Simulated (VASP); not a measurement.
# LiF (I4/mmm) in VASP: further runs, part 2 of 2

VASP 6.6.1. The steps go on from the part before.

### Step 4. Single point, PBE (strain +0.000 along x and y, -0.080 along z)

INCAR reads:

```
ALGO = Normal ; EDIFF = 1E-6
ENCUT = 520 ; GGA = PE
ISIF = 2 ; ISMEAR = 0
LASPH = T ; LCHARG = T
LELF = T ; LREAL = F
LVHAR = T ; LWAVE = F
NBANDS = 12 ; NELM = 100
PREC = Accurate ; SIGMA = 0.05
```

KPOINTS reads:

```
k-points
0
Gamma
  10 10 10
```

POSCAR reads:

```
LiF
1.0
    0.0000000000      2.0140000000      1.8528800000
    2.0140000000      0.0000000000      1.8528800000
    2.0140000000      2.0140000000      0.0000000000
Li F
1 1
Direct
    0.0000000000      0.0000000000      0.0000000000
    0.5000000000      0.5000000000      0.5000000000
```

Potentials or basis: VASP PAW PBE potentials, release 64 (Li_sv, F).

Started as:

```bash
$ cat potpaw_PBE.64/Li_sv/POTCAR potpaw_PBE.64/F/POTCAR > POTCAR
$ mpirun -np 1 vasp_std > vasp.out
```

OUTCAR:

```text
EDIFF = 1E-6
   ENCUT = 520
   GGA = PE
   ISIF = 2
   ISMEAR = 0
   LASPH = T
   LREAL = F
   NELM = 100
   PREC = Accurate

 ion  position               nearest neighbor table
   1  0.000  0.000  0.000-   2 1.85   2 1.85   2 2.01   2 2.01   2 2.01   2 2.01
   2  0.500  0.500  0.500-   1 1.85   1 1.85   1 2.01   1 2.01   1 2.01   1 2.01

  LATTYP: Found a body centered tetragonal cell.
 ALAT       =     2.8482261146
 C/A-ratio  =     1.3010764774

  Lattice vectors:

 A1 = (   0.0000000000,  -2.0140000000,  -1.8528800000)
 A2 = (   0.0000000000,   2.0140000000,  -1.8528800000)
 A3 = (   2.0140000000,   0.0000000000,   1.8528800000)

Analysis of symmetry for initial positions (statically):
=====================================================================
 Subroutine PRICEL returns:
 Original cell was already a primitive cell.

 Routine SETGRP: Setting up the symmetry group for a
 body centered tetragonal supercell.

 Subroutine GETGRP returns: Found 16 space group operations
 (whereof 16 operations were pure point group operations)
 out of a pool of 16 trial point group operations.

The static configuration has the point symmetry D_4h.

Analysis of symmetry for dynamics (positions and initial velocities):
=====================================================================
 Subroutine PRICEL returns:
 Original cell was already a primitive cell.

 Routine SETGRP: Setting up the symmetry group for a
 body centered tetragonal supercell.

 Subroutine GETGRP returns: Found 16 space group operations
 (whereof 16 operations were pure point group operations)
 out of a pool of 16 trial point group operations.

The dynamic configuration has the point symmetry D_4h.

 Subroutine INISYM returns: Found 16 space group operations
 (whereof 16 operations are pure point group operations),
 and found     1 'primitive' translations

----------------------------------------------------------------------------------------

                                     Primitive cell

  volume of cell :      15.0313

  direct lattice vectors                    reciprocal lattice vectors
     0.000000000  2.014000000  1.852880000    -0.248262165  0.248262165  0.269850179
     2.014000000  0.000000000  1.852880000     0.248262165 -0.248262165  0.269850179
     2.014000000  2.014000000  0.000000000     0.248262165  0.248262165 -0.269850179

  length of vectors
     2.736669563  2.736669563  2.848226115     0.442817484  0.442817484  0.442817484

  position of ions in fractional coordinates (direct lattice)
     0.000000000  0.000000000  0.000000000
     0.500000000  0.500000000  0.500000000

  ion indices of the primitive-cell ions
   primitive index   ion index
                 1           1
                 2           2

----------------------------------------------------------------------------------------

 KPOINTS: k-points

Automatic generation of k-mesh.
 Grid dimensions read from file:
 generate k-points for:   10   10   10

 Generating k-lattice:

  Cartesian coordinates                     Fractional coordinates (reciprocal lattice)
    -0.024826216  0.024826216  0.026985018     0.100000000  0.000000000  0.000000000
     0.024826216 -0.024826216  0.026985018     0.000000000  0.100000000  0.000000000
     0.024826216  0.024826216 -0.026985018     0.000000000  0.000000000  0.100000000

  Length of vectors
     0.044281748  0.044281748  0.044281748

  Shift w.r.t. Gamma in fractional coordinates (k-lattice)
     0.000000000  0.000000000  0.000000000

 Subroutine IBZKPT returns following result:
 ===========================================

 Found    102 irreducible k-points:

 Following reciprocal coordinates:
            Coordinates               Weight
  0.000000  0.000000  0.000000      1.000000
  0.100000  0.000000  0.000000      8.000000
  0.200000  0.000000  0.000000      8.000000
  0.300000  0.000000  0.000000      8.000000
  0.400000 -0.000000  0.000000      8.000000
  0.500000  0.000000  0.000000      4.000000
[... 16 lines left out ...]
  0.300000  0.300000  0.000000      2.000000
  0.400000  0.300000  0.000000      8.000000
 [... further k-points ...]
   k-points           NKPTS =    102   k-points in BZ     NKDIM =    102   number of bands    NBANDS=     12
   number of dos      NEDOS =    301   number of ions     NIONS =      2
   total plane-waves  NPLWV =   9600
   dimension x,y,z NGX =    20 NGY =   20 NGZ =   24
   dimension x,y,z NGXF=    40 NGYF=   40 NGZF=   48
   ions per type =               1   1
   NGX,Y,Z   is equivalent  to a cutoff of  12.15, 12.15, 14.01 a.u.
   NGXF,Y,Z  is equivalent  to a cutoff of  24.30, 24.30, 28.02 a.u.
 SYSTEM =  unknown system
   PREC   = accura    normal or accurate (medium, high low for compatibility)
   ISTART =      0    job   : 0-new  1-cont  2-samecut
   ICHARG =      2    charge: 1-file 2-atom 10-const
   ISPIN  =      1    spin polarized calculation?
   LNONCOLLINEAR =      F non collinear calculations
   LSORBIT =      F    spin-orbit coupling
   LASPH  =      T    aspherical Exc in radial PAW
   ENCUT  =  520.0 eV  38.22 Ry    6.18 a.u.   5.09  5.09  5.30*2*pi/ulx,y,z
   NELM   =    100;   NELMIN=  2; NELMDL= -5     # of ELM steps
   EDIFF  = 0.1E-05   stopping-criterion for ELM
   LREAL  =      F    real-space projection
   EDIFFG = 0.1E-04   stopping-criterion for IOM
   NSW    =      0    number of steps for IOM
   IBRION =     -1    ionic relax: 0-MD 1-quasi-New 2-CG
   NFREE  =      0    steps in history (QN), initial steepest desc. (CG)
   ISIF   =      2    stress and relaxation
   ISYM   =      2    0-nonsym 1-usesym 2-fastsym
   POTIM  = 0.5000    time-step for ionic-motion
   TEBEG  =    0.0;   TEEND  =   0.0 temperature during run
   PSTRESS=    0.0 pullay stress
   NELECT =      10.0000    total number of electrons
   NUPDOWN=      -1.0000    fix difference up-down
   EMIN   =  10.00;   EMAX   =-10.00  energy-range for DOS
   EFERMI =   0.00;   METHOD = LEGACY
   ISMEAR =     0;   SIGMA  =   0.05  broadening in eV -4-tet -1-fermi 0-gaus
   EFERMI_NEDOS =   21; number of points for ismear=-14 and -15
   IALGO  =     38    algorithm
   IMIX   =      4    mixing-type and parameters
     AMIX     =   0.40;   BMIX     =  1.00
     AMIX_MAG =   1.60;   BMIX_MAG =  1.00
  volume/ion in A,a.u.               =       7.52        50.72
  Fermi-wavevector in a.u.,A,eV,Ry     =   1.429144  2.700691 27.789267  2.042454
  Thomas-Fermi vector in A             =   2.549130
   LORBIT       =      0    0 simple, 1 ext, 2 COOP (PROOUT), +10 PAW based schemes
   GGA     = PE    functional components
   LHFCALC =     F    Hartree Fock is set to
   AEXX    =    0.0000 exact exchange contribution
   IVDW    =     0    specifies the selected vdW correction
   LEPSILON=     F    determine dielectric tensor
   LRPA    =     F    only Hartree local field effects (RPA)
 non-spin polarized calculation
 Gauss-broadening in eV      SIGMA  =   0.05
  energy-cutoff  :      520.00
  volume of cell :       15.03
 maximum number of plane-waves:       427
   NGX = 11   NGY = 11   NGZ = 11

 number of electron      10.0000000 magnetization

 number of electron       9.9999993 magnetization

 Free energy of the ion-electron system (eV)
  ---------------------------------------------------
  ext. energy  EPLUGINS =         0.00000000
  ---------------------------------------------------
  free energy    TOTEN  =        -9.56055816 eV

  energy without entropy =       -9.56055816  energy(sigma->0) =       -9.56055816

 E-fermi :  -0.1857     XC(G=0): -10.3836

 val. band max:       -0.4229148799   @ k =   0.0000   0.0000   0.0000
 cond. band min:       9.3335650542   @ k =   0.0000   0.0000   0.0000
 fundamental gap:      9.7564799341
 Fermi energy:        -0.1857079671

 k-point     1 :       0.0000    0.0000    0.0000
  band No.  band energies     occupation
      1     -41.2238      2.00000
      2     -20.7053      2.00000
      3      -0.6796      2.00000
      4      -0.4229      2.00000
      5      -0.4229      2.00000
      6       9.3336      0.00000
      7      23.9473      0.00000
      8      23.9473      0.00000
      9      24.5184      0.00000
     10      24.5184      0.00000
     11      25.2563      0.00000
     12      26.1681      0.00000
[... 331 lines left out ...]
 k-point    24 :       0.4000    0.3000    0.0000
  band No.  band energies     occupation
      1     -41.1254      2.00000
      2     -20.0584      2.00000
      3      -2.9949      2.00000
      4      -1.5829      2.00000
      5      -1.4925      2.00000
      6      13.9199      0.00000
      7      16.2427      0.00000
      8      19.5110      0.00000
      9      19.7891      0.00000
     10      20.8530      0.00000
     11      35.0618      0.00000
     12      36.1933      0.00000

 [... further k-points ...]
[... 5 lines left out ...]
  --------------------------------------------------------------------------------------
  -------------------------------------------------------------------------------------
  Total        0.6007165      0.6007165      1.7514946      0.0000000      0.0000000      0.0000000
  in kB       64.0300572     64.0300572    186.6909082      0.0000000      0.0000000      0.0000000
  external PRESSURE =     104.9170075 kB  Pullay stress =       0.0000000 kB

 VOLUME and BASIS-vectors are now :
 -----------------------------------------------------------------------------
  energy-cutoff  :      520.00
  volume of cell :       15.03
      direct lattice vectors                 reciprocal lattice vectors
     0.000000000  2.014000000  1.852880000    -0.248262165  0.248262165  0.269850179
     2.014000000  0.000000000  1.852880000     0.248262165 -0.248262165  0.269850179
     2.014000000  2.014000000  0.000000000     0.248262165  0.248262165 -0.269850179

 POSITION                                       TOTAL-FORCE (eV/Angst)
 -----------------------------------------------------------------------------------
      0.00000      0.00000      0.00000        -0.000000      0.000000      0.000000
      2.01400      2.01400      1.85288         0.000000     -0.000000      0.000000
 -----------------------------------------------------------------------------------
    total drift:                                0.000000      0.000000      0.000000

  FREE ENERGIE OF THE ION-ELECTRON SYSTEM (eV)
  ---------------------------------------------------
  free  energy   TOTEN  =        -9.5605581613 eV

  energy  without entropy=       -9.5605581613  energy(sigma->0) =       -9.56055816
```

stdout:

```text
POSCAR found type information on POSCAR LiF
 POSCAR found :  2 types and       2 ions
 scaLAPACK will be used
 LDA part: xc-table for (Slater+PW92), standard interpolation
 POSCAR, INCAR and KPOINTS ok, starting setup
 FFT: planning ... GRIDC
 FFT: planning ... GRID_SOFT
 FFT: planning ... GRID
 WAVECAR not read
 entering main loop
```

It took 15 s on 1 thread of AMD EPYC 7R13 (Zen 3), shared host; peak memory 0.1 GiB.

What came out:

| Item | Value |
| --- | --- |
| Free energy | -9.5606 eV |
| Band gap on the k mesh | 9.76 eV, direct |

Levels at points of the mesh, in eV from the valence-band top:
```
           k point  band 2  band 3  band 4  band 5  band 6  band 7  band 8  band 9
(0.00, 0.00, 0.00)  -20.28   -0.26    0.00    0.00    9.76   24.37   24.37   24.94
(0.50, 0.00, 0.00)  -19.80   -2.83   -0.43   -0.24   11.15   17.66   18.74   20.45
(0.50, 0.50, 0.00)  -19.38   -3.38   -1.39   -1.39   16.03   16.71   18.59   20.41
(0.50, 0.00, 0.50)  -19.49   -3.49   -1.40   -0.83   15.05   17.28   18.40   20.94
```

Caveat: the cell differs from its parent crystal (strain +0.000 along x and y, -0.080 along z); the cutoff is under 1.25 times the usual one of these potentials, so pressure, stress and relaxed cells hold a basis-set (Pulay) error. A k mesh can miss the band edges.

### Step 5. Single point, PBE (strain -0.040 along x and y, +0.080 along z)

INCAR reads:

```
SYSTEM = LiF
PREC = Accurate
ENCUT = 520
EDIFF = 1E-6
ISMEAR = 0
SIGMA = 0.05
LREAL = .False.
LASPH = .True.
NELM = 100
ALGO = Normal
ISIF = 2
LWAVE = .False.
LCHARG = .False.
GGA = PE
NBANDS = 12
```

KPOINTS reads:

```
Automatic mesh
0
Gamma
  10 10 10
  0 0 0
```

POSCAR reads:

```
LiF
1.0
    0.0000000000      1.9334400000      2.1751200000
    1.9334400000      0.0000000000      2.1751200000
    1.9334400000      1.9334400000      0.0000000000
Li F
1 1
Direct
    0.0000000000      0.0000000000      0.0000000000
    0.5000000000      0.5000000000      0.5000000000
```

Started as:

```bash
$ cat potpaw_PBE.64/Li_sv/POTCAR potpaw_PBE.64/F/POTCAR > POTCAR
$ mpirun -np 1 vasp_std > vasp.out
```

Wall time 7.4 s (1 thread of Intel Xeon Platinum 8559C (Emerald Rapids), shared host); peak memory 0.13 GiB.

The run converged. Its results:

| Item | Value |
| --- | --- |
| Free energy | -9.6016 eV |
| Band gap on the k mesh | 8.98 eV, direct |

Levels at points of the mesh, in eV from the valence-band top:
```tsv
k point	band 3	band 4	band 5	band 6	band 7	band 8
(0.00, 0.00, 0.00)	-0.17	-0.17	0.00	8.98	22.35	23.78
(0.50, 0.00, 0.00)	-2.60	-0.46	-0.19	10.72	16.65	18.03
(0.50, 0.50, 0.00)	-3.17	-0.87	-0.87	13.49	17.48	17.54
(0.50, 0.00, 0.50)	-3.10	-1.59	-0.85	15.56	16.05	17.54
```

Caveat: the cell differs from its parent crystal (strain -0.040 along x and y, +0.080 along z); the cutoff is under 1.25 times the usual one of these potentials, so pressure, stress and relaxed cells hold a basis-set (Pulay) error. A k mesh can miss the band edges.

### Step 6. Summary

```tsv
cell	gap on the mesh (eV)
a = 2.857, b = 2.857, c = 2.620 Å, angles 62.7, 62.7, 54.6°, 2 atoms	9.69
a = 2.796, b = 2.796, c = 2.620 Å, angles 62.1, 62.1, 55.9°, 2 atoms	10.11
a = 2.737, b = 2.737, c = 2.848 Å, angles 58.6, 58.6, 62.7°, 2 atoms	9.76
a = 2.910, b = 2.910, c = 2.734 Å, angles 62.0, 62.0, 56.0°, 2 atoms	8.98
```

Alike in all rows: task single point; level PBE; potentials or basis VASP PAW PBE potentials, release 64 (Li_sv, F); no spin polarisation; k mesh 10 × 10 × 10; cutoff (eV) 520; smearing gaussian 0.05 eV.

Caveats: the cutoff is under 1.25 times the usual one of these potentials, so pressure, stress and relaxed cells hold a basis-set (Pulay) error.

Total energies depend on the potentials used, so only differences within one code and one set of settings carry meaning.
